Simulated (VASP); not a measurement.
# BN (P6_3/mmc) in VASP: further runs

Runs on BN. Level: PBE. Tasks: single point.

Everything below comes from runs of VASP 6.6.1. Logs are shortened: lines on timing, memory, paths and dates and some standing lists are left out, and cuts for length are marked.

### Step 1. The cell of the first run

The structure is hexagonal, space group P6_3/mmc (No. 194). Conventional cell: a = 2.461 Å, b = 2.461 Å, c = 8.157 Å, α = 90.00°, β = 90.00°, γ = 120.00°. B (site symmetry -6m2) has 3 N at 1.42 Å within 1.9 Å. N (site symmetry -6m2) has 3 B at 1.42 Å within 1.9 Å.

### Step 2. Single point, PBE (volume changed by -6%)

INCAR reads:

```
PREC = Accurate
ENCUT = 520
EDIFF = 1E-7
ISMEAR = 0
SIGMA = 0.01
LREAL = F
LASPH = T
NELM = 60
ALGO = Normal
ISIF = 2
LWAVE = F
LCHARG = F
GGA = PE
NBANDS = 16
```

KPOINTS reads:

```
regular mesh
0
Gamma
  9 9 4
```

POSCAR reads:

```
BN
1.0
    2.4608834687      0.0000000000      0.0000000000
   -1.2304417343      2.1311875996      0.0000000000
    0.0000000000      0.0000000000      8.1572381391
B N
2 2
Direct
    0.3333333333      0.6666666667      0.2500000000
    0.6666666667      0.3333333333      0.7500000000
    0.6666666667      0.3333333333      0.2500000000
    0.3333333333      0.6666666667      0.7500000000
```

Potentials or basis: VASP PAW PBE potentials, release 64 (B, N).

Started as:

```sh
$ cat potpaw_PBE.64/B/POTCAR potpaw_PBE.64/N/POTCAR > POTCAR
$ mpirun -np 1 vasp_std > vasp.out
```

OUTCAR:

```text
PREC = Accurate
   ENCUT = 520
   EDIFF = 1E-7
   ISMEAR = 0
   LREAL = F
   LASPH = T
   NELM = 60
   ISIF = 2
   GGA = PE

 ion  position               nearest neighbor table
   1  0.333  0.667  0.250-   3 1.42   3 1.42   3 1.42
   2  0.667  0.333  0.750-   4 1.42   4 1.42   4 1.42
   3  0.667  0.333  0.250-   1 1.42   1 1.42   1 1.42
   4  0.333  0.667  0.750-   2 1.42   2 1.42   2 1.42

  LATTYP: Found a hexagonal cell.
 ALAT       =     2.4608834687
 C/A-ratio  =     3.3147600213

  Lattice vectors:

 A1 = (   2.4608834687,   0.0000000000,   0.0000000000)
 A2 = (  -1.2304417343,   2.1311875996,   0.0000000000)
 A3 = (   0.0000000000,   0.0000000000,   8.1572381391)

Analysis of symmetry for initial positions (statically):
=====================================================================
 Subroutine PRICEL returns:
 Original cell was already a primitive cell.

 Routine SETGRP: Setting up the symmetry group for a
 hexagonal supercell.

 Subroutine GETGRP returns: Found 24 space group operations
 (whereof 12 operations were pure point group operations)
 out of a pool of 24 trial point group operations.

The static configuration has the point symmetry D_3d.
 The point group associated with its full space group is D_6h.

Analysis of symmetry for dynamics (positions and initial velocities):
=====================================================================
 Subroutine PRICEL returns:
 Original cell was already a primitive cell.

 Routine SETGRP: Setting up the symmetry group for a
 hexagonal supercell.

 Subroutine GETGRP returns: Found 24 space group operations
 (whereof 12 operations were pure point group operations)
 out of a pool of 24 trial point group operations.

The dynamic configuration has the point symmetry D_3d.
 The point group associated with its full space group is D_6h.

 Subroutine INISYM returns: Found 24 space group operations
 (whereof 12 operations are pure point group operations),
 and found     1 'primitive' translations

----------------------------------------------------------------------------------------

                                     Primitive cell

  volume of cell :      42.7815

  direct lattice vectors                    reciprocal lattice vectors
     2.460883469  0.000000000  0.000000000     0.406358128  0.234610975  0.000000000
    -1.230441734  2.131187600  0.000000000     0.000000000  0.469221949  0.000000000
     0.000000000  0.000000000  8.157238139     0.000000000  0.000000000  0.122590512

[... 90 lines left out ...]
   NSW    =      0    number of steps for IOM
   IBRION =     -1    ionic relax: 0-MD 1-quasi-New 2-CG
   NFREE  =      0    steps in history (QN), initial steepest desc. (CG)
   ISIF   =      2    stress and relaxation
   ISYM   =      2    0-nonsym 1-usesym 2-fastsym
   POTIM  = 0.5000    time-step for ionic-motion
   TEBEG  =    0.0;   TEEND  =   0.0 temperature during run
   PSTRESS=    0.0 pullay stress
   NELECT =      16.0000    total number of electrons
   NUPDOWN=      -1.0000    fix difference up-down
   EMIN   =  10.00;   EMAX   =-10.00  energy-range for DOS
   EFERMI =   0.00;   METHOD = LEGACY
   ISMEAR =     0;   SIGMA  =   0.01  broadening in eV -4-tet -1-fermi 0-gaus
   EFERMI_NEDOS =   21; number of points for ismear=-14 and -15
   IALGO  =     38    algorithm
   IMIX   =      4    mixing-type and parameters
     AMIX     =   0.40;   BMIX     =  1.00
     AMIX_MAG =   1.60;   BMIX_MAG =  1.00
  volume/ion in A,a.u.               =      10.70        72.18
  Fermi-wavevector in a.u.,A,eV,Ry     =   1.179495  2.228923 18.928549  1.391209
  Thomas-Fermi vector in A             =   2.315805
   LORBIT       =      0    0 simple, 1 ext, 2 COOP (PROOUT), +10 PAW based schemes
   GGA     = PE    functional components
   LHFCALC =     F    Hartree Fock is set to
   AEXX    =    0.0000 exact exchange contribution
   IVDW    =     0    specifies the selected vdW correction
   LEPSILON=     F    determine dielectric tensor
   LRPA    =     F    only Hartree local field effects (RPA)
 non-spin polarized calculation
 Gauss-broadening in eV      SIGMA  =   0.01
  energy-cutoff  :      520.00
  volume of cell :       42.78
 maximum number of plane-waves:      1176
   NGX =  9   NGY =  9   NGZ = 31

 number of electron      16.0000002 magnetization

 Free energy of the ion-electron system (eV)
  ---------------------------------------------------
  ext. energy  EPLUGINS =         0.00000000
  ---------------------------------------------------
  free energy    TOTEN  =       -35.09773897 eV

  energy without entropy =      -35.09773897  energy(sigma->0) =      -35.09773897

 E-fermi :   1.0468     XC(G=0):  -8.8230

 val. band max:        0.9830745036   @ k =   0.3333   0.3333   0.5000
 cond. band min:       5.3779779840   @ k =   0.0000   0.0000   0.0000
 fundamental gap:      4.3949034804
 Fermi energy:         1.0468224368

 k-point     1 :       0.0000    0.0000    0.0000
  band No.  band energies     occupation
      1     -17.0234      2.00000
      2     -16.9745      2.00000
      3      -4.8643      2.00000
      4      -4.1947      2.00000
      5      -0.2920      2.00000
      6      -0.2920      2.00000
[... 433 lines left out ...]
      3      -7.2357      2.00000
      4      -7.2188      2.00000
      5      -6.2395      2.00000
      6      -6.2395      2.00000
[... 8 lines left out ...]
     15      16.5490      0.00000
     16      18.1341      0.00000

 [... further k-points ...]

------------------------ aborting loop because EDIFF is reached ----------------------------------------

  FORCE on cell =-STRESS in cart. coord.  units (eV):
  Direction    XX          YY          ZZ          XY          YZ          ZX
  --------------------------------------------------------------------------------------
  -------------------------------------------------------------------------------------
  Total        5.2636792      5.2636792     -0.0088584      0.0000000      0.0000000      0.0000000
  in kB      197.1260969    197.1260969     -0.3317475      0.0000000      0.0000000      0.0000000
  external PRESSURE =     131.3068155 kB  Pullay stress =       0.0000000 kB

 VOLUME and BASIS-vectors are now :
 -----------------------------------------------------------------------------
  energy-cutoff  :      520.00
  volume of cell :       42.78
      direct lattice vectors                 reciprocal lattice vectors
     2.460883469  0.000000000  0.000000000     0.406358128  0.234610975  0.000000000
    -1.230441734  2.131187600  0.000000000     0.000000000  0.469221949  0.000000000
     0.000000000  0.000000000  8.157238139     0.000000000  0.000000000  0.122590512

 POSITION                                       TOTAL-FORCE (eV/Angst)
 -----------------------------------------------------------------------------------
     -0.00000      1.42079      2.03931         0.000000      0.000000      0.000000
      1.23044      0.71040      6.11793        -0.000000      0.000000      0.000000
      1.23044      0.71040      2.03931         0.000000      0.000000      0.000000
     -0.00000      1.42079      6.11793         0.000000      0.000000      0.000000
 -----------------------------------------------------------------------------------
    total drift:                                0.000000     -0.000000      0.000000

  FREE ENERGIE OF THE ION-ELECTRON SYSTEM (eV)
  ---------------------------------------------------
  free  energy   TOTEN  =       -35.0977389696 eV

  energy  without entropy=      -35.0977389696  energy(sigma->0) =      -35.09773897
```

Run time: 37 s. Hardware: 1 thread of AMD EPYC 7R13, shared host; peak memory 0.13 GiB.

What came out:

| Item | Value |
| --- | --- |
| Free energy | -35.0977 eV |
| Pressure | 13.1 GPa |
| Band gap on the k mesh | 4.39 eV, indirect (least direct gap 4.81 eV) |

Caveat: this functional lacks dispersion, which binds the layers, so the pressure and a relaxed spacing across them are unreliable.

### Step 3. Single point, PBE (volume changed by -3%)

INCAR reads:

```
  PREC = Accurate
  ENCUT = 520
  EDIFF = 1E-6
  ISMEAR = 0
  SIGMA = 0.01
  LREAL = False
  LASPH = True
  NELM = 60
  ALGO = Normal
  ISIF = 2
  LWAVE = False
  LCHARG = False
  GGA = PE
  NBANDS = 16
```

KPOINTS reads:

```
Automatic mesh
0
Gamma
  9 9 4
```

POSCAR reads:

```
BN
1.0
    2.4867894089      0.0000000000      0.0000000000
   -1.2433947044      2.1536228020      0.0000000000
    0.0000000000      0.0000000000      8.2431101142
B N
2 2
Direct
    0.3333333333      0.6666666667      0.2500000000
    0.6666666667      0.3333333333      0.7500000000
    0.6666666667      0.3333333333      0.2500000000
    0.3333333333      0.6666666667      0.7500000000
```

Potentials or basis: VASP PAW PBE potentials, release 64 (B, N).

Started as:

```sh
$ cat potpaw_PBE.64/B/POTCAR potpaw_PBE.64/N/POTCAR > POTCAR
$ mpirun -np 1 vasp_std > vasp.out
```

It took 34 s on 1 thread of AMD EPYC 7R13, shared host; peak memory 0.13 GiB.

Results (log left out):

- Free energy: -35.1803 eV
- Pressure: 6.1 GPa
- Band gap on the k mesh: 4.40 eV, indirect (least direct gap 4.73 eV)

Stress tensor (GPa, compression positive):
```
 9.25  0.00  0.00
 0.00  9.25  0.00
 0.00  0.00 -0.05
```

Levels at points of the mesh, in eV from the valence-band top:
```tsv
k point	band 4	band 5	band 6	band 7	band 8	band 9	band 10	band 11	band 12	band 13
(0.00, 0.00, 0.00)	-5.03	-1.31	-1.31	-1.31	-1.31	4.40	7.87	10.45	11.76	11.76
(0.00, 0.00, 0.50)	-5.36	-1.31	-1.31	-1.31	-1.31	5.74	5.74	11.77	11.77	11.77
```

Caveat: this functional lacks dispersion, which binds the layers, so the pressure and a relaxed spacing across them are unreliable.
